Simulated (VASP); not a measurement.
# B (Pm-3m) in VASP: notebook

B is run at these levels: BLYP; tasks: single point, relaxation of cell and atoms.

Program: VASP 6.6.1. These are calculated values, not measurements. Logs are shortened: lines on timing, memory, paths and dates and some standing lists are left out, and cuts for length are marked.

### 1 The cell of the first run

It takes space group Pm-3m (No. 221, cubic). The conventional cell has a = 1.906 Å, b = 1.906 Å, c = 1.906 Å, α = 90.00°, β = 90.00°, γ = 90.00°. Within 2.5 Å of B (site symmetry m-3m) lie 6 B at 1.91 Å.

### 2 Single point, BLYP

INCAR

```
SYSTEM = B
PREC     = Accurate       ! precision mode
ENCUT    = 520            ! plane-wave cutoff, eV
EDIFF    = 1E-6           ! SCF threshold, eV
ISMEAR   = -1             ! smearing method
SIGMA    = 0.1            ! smearing width, eV
LREAL    = .False.        ! projectors in reciprocal space
LASPH    = .True.         ! aspherical terms in the spheres
NELM     = 100            ! most SCF steps
ALGO     = Normal         ! electronic algorithm
ISIF     = 2              ! what is computed and relaxed
LWAVE    = .False.        ! write WAVECAR
LCHARG   = .False.        ! write CHGCAR
GGA      = B5             ! functional
ALDAX    = 1.0          
AGGAX    = 1.0          
AGGAC    = 1.0          
ALDAC    = 0.0          
NBANDS   = 8              ! bands
```

KPOINTS

```
regular mesh
0
Gamma
  18 18 18
  0 0 0
```

POSCAR

```
B
1.0
    1.9056841825      0.0000000000      0.0000000000
    0.0000000000      1.9056841825      0.0000000000
    0.0000000000      0.0000000000      1.9056841825
B
1
Direct
    0.0000000000      0.0000000000      0.0000000000
```

Potentials or basis: VASP PAW PBE potentials, release 64 (B).

Launch:

```bash
cat potpaw_PBE.64/B/POTCAR > POTCAR
mpirun -np 1 vasp_std > vasp.out
```

OUTCAR:

```text
SYSTEM = B
   PREC = Accurate
   ENCUT = 520
   EDIFF = 1E-6
   ISMEAR = -1
   LREAL = .False.
   LASPH = .True.
   NELM = 100
   ISIF = 2
   GGA = B5

 ion  position               nearest neighbor table
   1  0.000  0.000  0.000-

  LATTYP: Found a simple cubic cell.
 ALAT       =     1.9056841825

  Lattice vectors:

 A1 = (   1.9056841825,   0.0000000000,   0.0000000000)
 A2 = (   0.0000000000,   1.9056841825,   0.0000000000)
 A3 = (   0.0000000000,   0.0000000000,   1.9056841825)

Analysis of symmetry for initial positions (statically):
=====================================================================
 Subroutine PRICEL returns:
 Original cell was already a primitive cell.

 Routine SETGRP: Setting up the symmetry group for a
 simple cubic supercell.

 Subroutine GETGRP returns: Found 48 space group operations
 (whereof 48 operations were pure point group operations)
 out of a pool of 48 trial point group operations.

The static configuration has the point symmetry O_h .

Analysis of symmetry for dynamics (positions and initial velocities):
=====================================================================
 Subroutine PRICEL returns:
 Original cell was already a primitive cell.

 Routine SETGRP: Setting up the symmetry group for a
 simple cubic supercell.

 Subroutine GETGRP returns: Found 48 space group operations
 (whereof 48 operations were pure point group operations)
 out of a pool of 48 trial point group operations.

The dynamic configuration has the point symmetry O_h .

 Subroutine INISYM returns: Found 48 space group operations
 (whereof 48 operations are pure point group operations),
 and found     1 'primitive' translations

----------------------------------------------------------------------------------------

                                     Primitive cell

  volume of cell :       6.9207

  direct lattice vectors                    reciprocal lattice vectors
     1.905684182  0.000000000  0.000000000     0.524745920  0.000000000  0.000000000
     0.000000000  1.905684182  0.000000000     0.000000000  0.524745920  0.000000000
     0.000000000  0.000000000  1.905684182     0.000000000  0.000000000  0.524745920

  length of vectors
     1.905684182  1.905684182  1.905684182     0.524745920  0.524745920  0.524745920

  position of ions in fractional coordinates (direct lattice)
     0.000000000  0.000000000  0.000000000

  ion indices of the primitive-cell ions
   primitive index   ion index
                 1           1

----------------------------------------------------------------------------------------

 KPOINTS: regular mesh

Automatic generation of k-mesh.
 Grid dimensions read from file:
 generate k-points for:   18   18   18

 Generating k-lattice:

  Cartesian coordinates                     Fractional coordinates (reciprocal lattice)
     0.029152551  0.000000000  0.000000000     0.055555556  0.000000000  0.000000000
     0.000000000  0.029152551  0.000000000     0.000000000  0.055555556  0.000000000
     0.000000000  0.000000000  0.029152551     0.000000000  0.000000000  0.055555556

  Length of vectors
     0.029152551  0.029152551  0.029152551

  Shift w.r.t. Gamma in fractional coordinates (k-lattice)
     0.000000000  0.000000000  0.000000000

 Subroutine IBZKPT returns following result:
 ===========================================

 Found    220 irreducible k-points:

 Following reciprocal coordinates:
            Coordinates               Weight
  0.000000  0.000000  0.000000      1.000000
  0.055556  0.000000  0.000000      6.000000
  0.111111  0.000000  0.000000      6.000000
  0.166667  0.000000  0.000000      6.000000
  0.222222  0.000000  0.000000      6.000000
  0.277778  0.000000  0.000000      6.000000
[... 16 lines left out ...]
  0.277778  0.111111  0.000000     24.000000
  0.333333  0.111111  0.000000     24.000000
 [... further k-points ...]
   k-points           NKPTS =    220   k-points in BZ     NKDIM =    220   number of bands    NBANDS=      8
   number of dos      NEDOS =    301   number of ions     NIONS =      1
   total plane-waves  NPLWV =   2744
   dimension x,y,z NGX =    14 NGY =   14 NGZ =   14
   dimension x,y,z NGXF=    28 NGYF=   28 NGZF=   28
   ions per type =               1
   NGX,Y,Z   is equivalent  to a cutoff of  12.21, 12.21, 12.21 a.u.
   NGXF,Y,Z  is equivalent  to a cutoff of  24.43, 24.43, 24.43 a.u.
 SYSTEM =  B
   PREC   = accura    normal or accurate (medium, high low for compatibility)
   ISTART =      0    job   : 0-new  1-cont  2-samecut
   ICHARG =      2    charge: 1-file 2-atom 10-const
   ISPIN  =      1    spin polarized calculation?
   LNONCOLLINEAR =      F non collinear calculations
   LSORBIT =      F    spin-orbit coupling
   LASPH  =      T    aspherical Exc in radial PAW
   ENCUT  =  520.0 eV  38.22 Ry    6.18 a.u.   3.54  3.54  3.54*2*pi/ulx,y,z
   NELM   =    100;   NELMIN=  2; NELMDL= -5     # of ELM steps
   EDIFF  = 0.1E-05   stopping-criterion for ELM
   LREAL  =      F    real-space projection
   EDIFFG = 0.1E-04   stopping-criterion for IOM
   NSW    =      0    number of steps for IOM
   IBRION =     -1    ionic relax: 0-MD 1-quasi-New 2-CG
   NFREE  =      0    steps in history (QN), initial steepest desc. (CG)
   ISIF   =      2    stress and relaxation
   ISYM   =      2    0-nonsym 1-usesym 2-fastsym
   POTIM  = 0.5000    time-step for ionic-motion
   TEBEG  =    0.0;   TEEND  =   0.0 temperature during run
   PSTRESS=    0.0 pullay stress
   NELECT =       3.0000    total number of electrons
   NUPDOWN=      -1.0000    fix difference up-down
   EMIN   =  10.00;   EMAX   =-10.00  energy-range for DOS
   EFERMI =   0.00;   METHOD = LEGACY
   ISMEAR =    -1;   SIGMA  =   0.10  broadening in eV -4-tet -1-fermi 0-gaus
   EFERMI_NEDOS =   21; number of points for ismear=-14 and -15
   IALGO  =     38    algorithm
   IMIX   =      4    mixing-type and parameters
     AMIX     =   0.40;   BMIX     =  1.00
     AMIX_MAG =   1.60;   BMIX_MAG =  1.00
  volume/ion in A,a.u.               =       6.92        46.70
  Fermi-wavevector in a.u.,A,eV,Ry     =   1.238980  2.341333 20.885917  1.535072
  Thomas-Fermi vector in A             =   2.373483
   LORBIT       =      0    0 simple, 1 ext, 2 COOP (PROOUT), +10 PAW based schemes
   GGA     = B5    functional components
   LHFCALC =     F    Hartree Fock is set to
   AEXX    =    0.0000 exact exchange contribution
   IVDW    =     0    specifies the selected vdW correction
   LEPSILON=     F    determine dielectric tensor
   LRPA    =     F    only Hartree local field effects (RPA)
 non-spin polarized calculation
  energy-cutoff  :      520.00
  volume of cell :        6.92
 maximum number of plane-waves:       196
   NGX =  7   NGY =  7   NGZ =  7

 number of electron       3.0000000 magnetization

 Free energy of the ion-electron system (eV)
  ---------------------------------------------------
  ext. energy  EPLUGINS =         0.00000000
  ---------------------------------------------------
  free energy    TOTEN  =        -4.82136614 eV

  energy without entropy =       -4.81027083  energy(sigma->0) =       -4.81581848

 E-fermi :   7.1059     XC(G=0): -11.5499

 val. band max:        7.0936005687   @ k =   0.3333   0.1111   0.1111
 cond. band min:       7.1156593906   @ k =   0.4444   0.4444   0.3333
 fundamental gap:      0.0220588219
 Fermi energy:         7.1059377392

 k-point     1 :       0.0000    0.0000    0.0000
  band No.  band energies     occupation
      1      -8.1804      2.00000
      2      20.1367      0.00000
      3      20.1367      0.00000
      4      20.1367      0.00000
      5      30.9007      0.00000
      6      30.9007      0.00000
      7      39.8967      0.00000
      8      59.4798      0.00000

 k-point     2 :       0.0556    0.0000    0.0000
  band No.  band energies     occupation
      1      -8.0781      2.00000
      2      19.1274      0.00000
      3      20.2198      0.00000
      4      20.2198      0.00000
      5      31.0195      0.00000
      6      32.0265      0.00000
      7      39.8324      0.00000
      8      58.6662      0.00000

 k-point     3 :       0.1111    0.0000    0.0000
  band No.  band energies     occupation
      1      -7.7713      2.00000
      2      16.8657      0.00000
      3      20.4650      0.00000
      4      20.4650      0.00000
      5      31.3743      0.00000
      6      34.5821      0.00000
      7      39.6836      0.00000
      8      56.5664      0.00000

 k-point     4 :       0.1667    0.0000    0.0000
  band No.  band energies     occupation
      1      -7.2607      2.00000
      2      14.2206      0.00000
      3      20.8593      0.00000
      4      20.8593      0.00000
      5      31.9607      0.00000
      6      37.2989      0.00000
      7      39.8110      0.00000
      8      53.8904      0.00000

 k-point     5 :       0.2222    0.0000    0.0000
  band No.  band energies     occupation
      1      -6.5473      2.00000
      2      11.5380      0.00000
      3      21.3781      0.00000
      4      21.3781      0.00000
      5      32.7703      0.00000
      6      38.1334      0.00000
      7      41.8197      0.00000
      8      51.1484      0.00000

 k-point     6 :       0.2778    0.0000    0.0000
  band No.  band energies     occupation
      1      -5.6331      2.00000
      2       8.9461      0.00000
      3      21.9820      0.00000
      4      21.9820      0.00000
      5      33.7843      0.00000
      6      37.8546      0.00000
      7      44.6434      0.00000
      8      48.6035      0.00000

 k-point     7 :       0.3333    0.0000    0.0000
  band No.  band energies     occupation
      1      -4.5219      2.00000
      2       6.5022      1.99523
      3      22.6105      0.00000
      4      22.6105      0.00000
      5      34.9647      0.00000
      6      37.4653      0.00000
      7      46.4140      0.00000
      8      46.4140      0.00000
[... 133 lines left out ...]
 k-point    20 :       0.1111    0.1111    0.0000
  band No.  band energies     occupation
      1      -7.3624      2.00000
      2      16.2310      0.00000
      3      18.3966      0.00000
      4      20.7905      0.00000
      5      33.5322      0.00000
      6      36.3863      0.00000
      7      39.1366      0.00000
      8      53.8724      0.00000

 k-point    21 :       0.1667    0.1111    0.0000
  band No.  band energies     occupation
      1      -6.8521      2.00000
      2      14.1954      0.00000
      3      18.3162      0.00000
      4      21.1811      0.00000
      5      34.4561      0.00000
      6      38.1216      0.00000
      7      39.3661      0.00000
      8      51.5845      0.00000

 k-point    22 :       0.2222    0.1111    0.0000
  band No.  band energies     occupation
      1      -6.1393      2.00000
      2      11.6934      0.00000
      3      18.7852      0.00000
      4      21.6947      0.00000
      5      35.3063      0.00000
      6      37.2992      0.00000
      7      42.2166      0.00000
      8      49.3508      0.00000

 k-point    23 :       0.2778    0.1111    0.0000
  band No.  band energies     occupation
      1      -5.2261      2.00000
      2       9.1869      0.00000
      3      19.4471      0.00000
      4      22.2916      0.00000
      5      36.0475      0.00000
      6      36.3630      0.00000
      7      44.8491      0.00000
      8      47.4377      0.00000

 k-point    24 :       0.3333    0.1111    0.0000
  band No.  band energies     occupation
      1      -4.1163      2.00000
      2       6.7919      1.91708
      3      20.1916      0.00000
      4      22.9120      0.00000
      5      34.9015      0.00000
      6      37.3587      0.00000
      7      45.2468      0.00000
      8      46.8307      0.00000

 [... further k-points ...]
[... 5 lines left out ...]
  --------------------------------------------------------------------------------------
  -------------------------------------------------------------------------------------
  Total        0.0321444      0.0321444      0.0321444     -0.0000000     -0.0000000      0.0000000
  in kB        7.4415475      7.4415475      7.4415475     -0.0000000     -0.0000000      0.0000000
  external PRESSURE =       7.4415475 kB  Pullay stress =       0.0000000 kB

 VOLUME and BASIS-vectors are now :
 -----------------------------------------------------------------------------
  energy-cutoff  :      520.00
  volume of cell :        6.92
      direct lattice vectors                 reciprocal lattice vectors
     1.905684182  0.000000000  0.000000000     0.524745920  0.000000000  0.000000000
     0.000000000  1.905684182  0.000000000     0.000000000  0.524745920  0.000000000
     0.000000000  0.000000000  1.905684182     0.000000000  0.000000000  0.524745920

 POSITION                                       TOTAL-FORCE (eV/Angst)
 -----------------------------------------------------------------------------------
      0.00000      0.00000      0.00000         0.000000      0.000000      0.000000
 -----------------------------------------------------------------------------------
    total drift:                                0.000000      0.000000     -0.000000

  FREE ENERGIE OF THE ION-ELECTRON SYSTEM (eV)
  ---------------------------------------------------
  free  energy   TOTEN  =        -4.8213661351 eV

  energy  without entropy=       -4.8102708271  energy(sigma->0) =       -4.81581848
```

Wall time 6.1 s (1 thread of Intel Xeon Platinum 8259CL at 2.50GHz (Skylake/Cascade Lake), shared host); peak memory 0.11 GiB.

Results:

- Free energy: -4.8214 eV
- Pressure: 0.7 GPa

Caveat: the PAW data sets were made with another functional, which shifts forces and pressure a little.

[end of part 1 of 2]
